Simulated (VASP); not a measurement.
# ZnNi (P4/mmm) in VASP: further runs

The runs below take ZnNi through single point, with LDA.

Program: VASP 6.6.1. These are calculated values, not measurements. Logs are shortened: lines on timing, memory, paths and dates and some standing lists are left out, and cuts for length are marked.

### Step 1. The cell of the first run

Symmetry: P4/mmm, No. 123, tetragonal system. Conventional cell: a = 2.615 Å, b = 2.615 Å, c = 3.170 Å, α = 90.00°, β = 90.00°, γ = 90.00°. Zn (site symmetry 4/mmm) has 8 Ni at 2.44 Å and 6 Zn at 2.62 to 3.17 Å within 3.2 Å. Within 3.2 Å of Ni (site symmetry 4/mmm) lie 8 Zn at 2.44 Å and 6 Ni at 2.62 to 3.17 Å.

### Step 2. Single point, LDA (10.84 Å³/atom)

File INCAR:

```
SYSTEM = ZnNi
PREC     = Accurate       ! precision mode
ENCUT    = 690            ! plane-wave cutoff, eV
EDIFF    = 1E-6           ! SCF threshold, eV
ISMEAR   = -1             ! smearing method
SIGMA    = 0.15           ! smearing width, eV
LREAL    = .FALSE.        ! projectors in reciprocal space
LASPH    = .TRUE.         ! aspherical terms in the spheres
NELM     = 120            ! most SCF steps
ALGO     = Normal         ! electronic algorithm
ISIF     = 2              ! what is computed and relaxed
LWAVE    = .FALSE.        ! write WAVECAR
LCHARG   = .TRUE.         ! write CHGCAR
GGA      = CA             ! functional
LELF     = .TRUE.         ! ELF
LVHAR    = .TRUE.       
NBANDS   = 22             ! bands
GGA_COMPAT= .FALSE.
```

File KPOINTS:

```
Automatic mesh
0
G
  16 16 14
  0 0 0
```

File POSCAR:

```
ZnNi
1.0
    2.6150866171      0.0000000000      0.0000000000
    0.0000000000      2.6150866171      0.0000000000
    0.0000000000      0.0000000000      3.1700145800
Zn Ni
1 1
Direct
    0.5000000000      0.5000000000      0.5000000000
    0.0000000000      0.0000000000      0.0000000000
```

Potentials or basis: VASP PAW LDA potentials, release 64 (Zn, Ni_sv_GW).

Command:

```console
$ cat potpaw_LDA.64/Zn/POTCAR potpaw_LDA.64/Ni_sv_GW/POTCAR > POTCAR
$ mpirun -np 1 vasp_std > vasp.out
```

OUTCAR:

```text
SYSTEM = ZnNi
   PREC = Accurate
   ENCUT = 690
   EDIFF = 1E-6
   ISMEAR = -1
   LREAL = .FALSE.
   LASPH = .TRUE.
   NELM = 120
   ISIF = 2
   GGA = CA

 ion  position               nearest neighbor table
   1  0.500  0.500  0.500-   2 2.44   2 2.44   2 2.44   2 2.44   2 2.44   2 2.44   2 2.44   2 2.44

   2  0.000  0.000  0.000-   1 2.44   1 2.44   1 2.44   1 2.44   1 2.44   1 2.44   1 2.44   1 2.44

  LATTYP: Found a simple tetragonal cell.
 ALAT       =     2.6150866171
 C/A-ratio  =     1.2122025172

  Lattice vectors:

 A1 = (   2.6150866171,   0.0000000000,   0.0000000000)
 A2 = (   0.0000000000,   2.6150866171,   0.0000000000)
 A3 = (   0.0000000000,   0.0000000000,   3.1700145800)

Analysis of symmetry for initial positions (statically):
=====================================================================
 Subroutine PRICEL returns:
 Original cell was already a primitive cell.

 Routine SETGRP: Setting up the symmetry group for a
 simple tetragonal supercell.

 Subroutine GETGRP returns: Found 16 space group operations
 (whereof 16 operations were pure point group operations)
 out of a pool of 16 trial point group operations.

The static configuration has the point symmetry D_4h.

Analysis of symmetry for dynamics (positions and initial velocities):
=====================================================================
 Subroutine PRICEL returns:
 Original cell was already a primitive cell.

 Routine SETGRP: Setting up the symmetry group for a
 simple tetragonal supercell.

 Subroutine GETGRP returns: Found 16 space group operations
 (whereof 16 operations were pure point group operations)
 out of a pool of 16 trial point group operations.

The dynamic configuration has the point symmetry D_4h.

 Subroutine INISYM returns: Found 16 space group operations
 (whereof 16 operations are pure point group operations),
 and found     1 'primitive' translations

----------------------------------------------------------------------------------------

                                     Primitive cell

  volume of cell :      21.6787

  direct lattice vectors                    reciprocal lattice vectors
     2.615086617  0.000000000  0.000000000     0.382396512  0.000000000  0.000000000
     0.000000000  2.615086617  0.000000000     0.000000000  0.382396512  0.000000000
     0.000000000  0.000000000  3.170014580     0.000000000  0.000000000  0.315455962

  length of vectors
     2.615086617  2.615086617  3.170014580     0.382396512  0.382396512  0.315455962

  position of ions in fractional coordinates (direct lattice)
     0.500000000  0.500000000  0.500000000
     0.000000000  0.000000000  0.000000000

  ion indices of the primitive-cell ions
   primitive index   ion index
                 1           1
                 2           2

----------------------------------------------------------------------------------------

 KPOINTS: Automatic mesh

Automatic generation of k-mesh.
 Grid dimensions read from file:
 generate k-points for:   16   16   14

 Generating k-lattice:

  Cartesian coordinates                     Fractional coordinates (reciprocal lattice)
     0.023899782  0.000000000  0.000000000     0.062500000  0.000000000  0.000000000
     0.000000000  0.023899782  0.000000000     0.000000000  0.062500000  0.000000000
     0.000000000  0.000000000  0.022532569     0.000000000  0.000000000  0.071428571

  Length of vectors
     0.023899782  0.023899782  0.022532569

  Shift w.r.t. Gamma in fractional coordinates (k-lattice)
     0.000000000  0.000000000  0.000000000

 Subroutine IBZKPT returns following result:
 ===========================================

 Found    360 irreducible k-points:

 Following reciprocal coordinates:
            Coordinates               Weight
  0.000000  0.000000  0.000000      1.000000
  0.062500  0.000000  0.000000      4.000000
  0.125000  0.000000  0.000000      4.000000
  0.187500  0.000000  0.000000      4.000000
  0.250000  0.000000  0.000000      4.000000
  0.312500  0.000000  0.000000      4.000000
[... 16 lines left out ...]
  0.437500  0.125000  0.000000      8.000000
  0.500000  0.125000  0.000000      4.000000
 [... further k-points ...]
   k-points           NKPTS =    360   k-points in BZ     NKDIM =    360   number of bands    NBANDS=     22
   number of dos      NEDOS =    301   number of ions     NIONS =      2
   total plane-waves  NPLWV =  16128
   dimension x,y,z NGX =    24 NGY =   24 NGZ =   28
   dimension x,y,z NGXF=    48 NGYF=   48 NGZF=   56
   ions per type =               1   1
   NGX,Y,Z   is equivalent  to a cutoff of  15.26, 15.26, 14.68 a.u.
   NGXF,Y,Z  is equivalent  to a cutoff of  30.51, 30.51, 29.37 a.u.
 SYSTEM =  ZnNi
   PREC   = accura    normal or accurate (medium, high low for compatibility)
   ISTART =      0    job   : 0-new  1-cont  2-samecut
   ICHARG =      2    charge: 1-file 2-atom 10-const
   ISPIN  =      1    spin polarized calculation?
   LNONCOLLINEAR =      F non collinear calculations
   LSORBIT =      F    spin-orbit coupling
   LASPH  =      T    aspherical Exc in radial PAW
   ENCUT  =  690.0 eV  50.71 Ry    7.12 a.u.   5.60  5.60  6.79*2*pi/ulx,y,z
   NELM   =    120;   NELMIN=  2; NELMDL= -5     # of ELM steps
   EDIFF  = 0.1E-05   stopping-criterion for ELM
   LREAL  =      F    real-space projection
   EDIFFG = 0.1E-04   stopping-criterion for IOM
   NSW    =      0    number of steps for IOM
   IBRION =     -1    ionic relax: 0-MD 1-quasi-New 2-CG
   NFREE  =      0    steps in history (QN), initial steepest desc. (CG)
   ISIF   =      2    stress and relaxation
   ISYM   =      2    0-nonsym 1-usesym 2-fastsym
   POTIM  = 0.5000    time-step for ionic-motion
   TEBEG  =    0.0;   TEEND  =   0.0 temperature during run
   PSTRESS=    0.0 pullay stress
   NELECT =      30.0000    total number of electrons
   NUPDOWN=      -1.0000    fix difference up-down
   EMIN   =  10.00;   EMAX   =-10.00  energy-range for DOS
   EFERMI =   0.00;   METHOD = LEGACY
   ISMEAR =    -1;   SIGMA  =   0.15  broadening in eV -4-tet -1-fermi 0-gaus
   EFERMI_NEDOS =   21; number of points for ismear=-14 and -15
   IALGO  =     38    algorithm
   IMIX   =      4    mixing-type and parameters
     AMIX     =   0.40;   BMIX     =  1.00
     AMIX_MAG =   1.60;   BMIX_MAG =  1.00
  volume/ion in A,a.u.               =      10.84        73.15
  Fermi-wavevector in a.u.,A,eV,Ry     =   1.824333  3.447489 45.282785  3.328191
  Thomas-Fermi vector in A             =   2.880089
   LORBIT       =      0    0 simple, 1 ext, 2 COOP (PROOUT), +10 PAW based schemes
   GGA     = CA    functional components
   LHFCALC =     F    Hartree Fock is set to
   AEXX    =    0.0000 exact exchange contribution
   IVDW    =     0    specifies the selected vdW correction
   LEPSILON=     F    determine dielectric tensor
   LRPA    =     F    only Hartree local field effects (RPA)
 non-spin polarized calculation
  energy-cutoff  :      690.00
  volume of cell :       21.68
 maximum number of plane-waves:       910
 NGX is ok and might be reduce to    24
   NGX = 11   NGY = 11   NGZ = 13

 number of electron      29.9999995 magnetization

 Free energy of the ion-electron system (eV)
  ---------------------------------------------------
  ext. energy  EPLUGINS =         0.00000000
  ---------------------------------------------------
  free energy    TOTEN  =        -9.93576286 eV

  energy without entropy =       -9.88547337  energy(sigma->0) =       -9.91061812

 E-fermi :   6.1725     XC(G=0): -14.0593

 val. band max:        6.1617596407   @ k =   0.4375   0.4375   0.1429
 cond. band min:       6.1818974103   @ k =   0.4375   0.0000   0.3571
 fundamental gap:      0.0201377697
 Fermi energy:         6.1725343755

 k-point     1 :       0.0000    0.0000    0.0000
  band No.  band energies     occupation
      1     -95.7720      2.00000
      2     -56.8169      2.00000
      3     -56.7455      2.00000
      4     -56.7455      2.00000
      5      -4.7439      2.00000
      6      -1.9958      2.00000
[... 14 lines left out ...]
     21      24.6596      0.00000
     22      29.6877      0.00000

 k-point     2 :       0.0625    0.0000    0.0000
  band No.  band energies     occupation
      1     -95.7716      2.00000
      2     -56.8166      2.00000
      3     -56.7482      2.00000
      4     -56.7452      2.00000
      5      -4.6523      2.00000
      6      -1.9748      2.00000
[... 14 lines left out ...]
     21      25.2341      0.00000
     22      29.3537      0.00000

 k-point     3 :       0.1250    0.0000    0.0000
  band No.  band energies     occupation
      1     -95.7710      2.00000
      2     -56.8159      2.00000
      3     -56.7563      2.00000
      4     -56.7446      2.00000
      5      -4.3807      2.00000
      6      -1.9191      2.00000
[... 14 lines left out ...]
     21      27.0251      0.00000
     22      28.0957      0.00000

 k-point     4 :       0.1875    0.0000    0.0000
  band No.  band energies     occupation
      1     -95.7700      2.00000
      2     -56.8149      2.00000
      3     -56.7681      2.00000
      4     -56.7438      2.00000
      5      -3.9402      2.00000
      6      -1.8424      2.00000
[... 14 lines left out ...]
     21      26.2936      0.00000
     22      27.0606      0.00000

 k-point     5 :       0.2500    0.0000    0.0000
  band No.  band energies     occupation
      1     -95.7687      2.00000
      2     -56.8136      2.00000
      3     -56.7820      2.00000
      4     -56.7426      2.00000
      5      -3.3575      2.00000
      6      -1.7508      2.00000
[... 14 lines left out ...]
     21      24.3973      0.00000
     22      25.2749      0.00000

 k-point     6 :       0.3125    0.0000    0.0000
  band No.  band energies     occupation
      1     -95.7675      2.00000
      2     -56.8124      2.00000
      3     -56.7959      2.00000
      4     -56.7415      2.00000
      5      -2.7056      2.00000
      6      -1.6449      2.00000
[... 14 lines left out ...]
     21      23.3293      0.00000
     22      24.1517      0.00000

 k-point     7 :       0.3750    0.0000    0.0000
  band No.  band energies     occupation
      1     -95.7665      2.00000
      2     -56.8113      2.00000
      3     -56.8077      2.00000
      4     -56.7406      2.00000
      5      -2.1736      2.00000
      6      -1.5298      2.00000
[... 324 lines left out ...]
      6      -1.6535      2.00000
[... 14 lines left out ...]
     21      25.1109      0.00000
     22      26.7080      0.00000

 k-point    21 :       0.3125    0.1250    0.0000
  band No.  band energies     occupation
      1     -95.7665      2.00000
      2     -56.8114      2.00000
      3     -56.7948      2.00000
      4     -56.7520      2.00000
      5      -2.4344      2.00000
      6      -1.5720      2.00000
[... 14 lines left out ...]
     21      23.5015      0.00000
     22      24.9930      0.00000

 k-point    22 :       0.3750    0.1250    0.0000
  band No.  band energies     occupation
      1     -95.7655      2.00000
      2     -56.8103      2.00000
      3     -56.8066      2.00000
      4     -56.7510      2.00000
      5      -1.9614      2.00000
      6      -1.4962      2.00000
[... 14 lines left out ...]
     21      22.0824      0.00000
     22      23.3076      0.00000

 k-point    23 :       0.4375    0.1250    0.0000
  band No.  band energies     occupation
      1     -95.7648      2.00000
      2     -56.8144      2.00000
      3     -56.8096      2.00000
      4     -56.7503      2.00000
      5      -1.7145      2.00000
      6      -1.4381      2.00000
[... 14 lines left out ...]
     21      20.9316      0.00000
     22      21.7419      0.00000

 k-point    24 :       0.5000    0.1250    0.0000
  band No.  band energies     occupation
      1     -95.7646      2.00000
      2     -56.8172      2.00000
      3     -56.8093      2.00000
      4     -56.7502      2.00000
      5      -1.6378      2.00000
      6      -1.4425      2.00000
[... 14 lines left out ...]
     21      20.3731      0.00000
     22      20.5783      0.00000

 [... further k-points ...]

------------------------ aborting loop because EDIFF is reached ----------------------------------------

  FORCE on cell =-STRESS in cart. coord.  units (eV):
  Direction    XX          YY          ZZ          XY          YZ          ZX
  --------------------------------------------------------------------------------------
  -------------------------------------------------------------------------------------
  Total        0.5342962      0.5342962      0.5393553      0.0000000      0.0000000      0.0000000
  in kB       39.4874670     39.4874670     39.8613620      0.0000000      0.0000000      0.0000000
  external PRESSURE =      39.6120987 kB  Pullay stress =       0.0000000 kB

 VOLUME and BASIS-vectors are now :
 -----------------------------------------------------------------------------
  energy-cutoff  :      690.00
  volume of cell :       21.68
      direct lattice vectors                 reciprocal lattice vectors
     2.615086617  0.000000000  0.000000000     0.382396512  0.000000000  0.000000000
     0.000000000  2.615086617  0.000000000     0.000000000  0.382396512  0.000000000
     0.000000000  0.000000000  3.170014580     0.000000000  0.000000000  0.315455962

 POSITION                                       TOTAL-FORCE (eV/Angst)
 -----------------------------------------------------------------------------------
      1.30754      1.30754      1.58501         0.000000      0.000000      0.000000
      0.00000      0.00000      0.00000         0.000000      0.000000      0.000000
 -----------------------------------------------------------------------------------
    total drift:                                0.000000      0.000000     -0.000000

  FREE ENERGIE OF THE ION-ELECTRON SYSTEM (eV)
  ---------------------------------------------------
  free  energy   TOTEN  =        -9.9357628561 eV

  energy  without entropy=       -9.8854733750  energy(sigma->0) =       -9.91061812
```

It took 94 s on 1 thread of Intel Xeon Platinum 8559C (Emerald Rapids), shared host; peak memory 0.4 GiB.

Results:

```
Free energy            : -9.9358 eV
Pressure               : 4.0 GPa
Band gap on the k mesh : zero (bands 15 and 16 overlap by 6.73 eV)
```

Caveat: the cell stands under pressure. Spin polarisation is off, so any magnetic state and its effect on volume and gap are missing.

(Part 1 of 2 ends here.)

The gap in the log of VASP goes by the Fermi energy; the results here count the filled bands.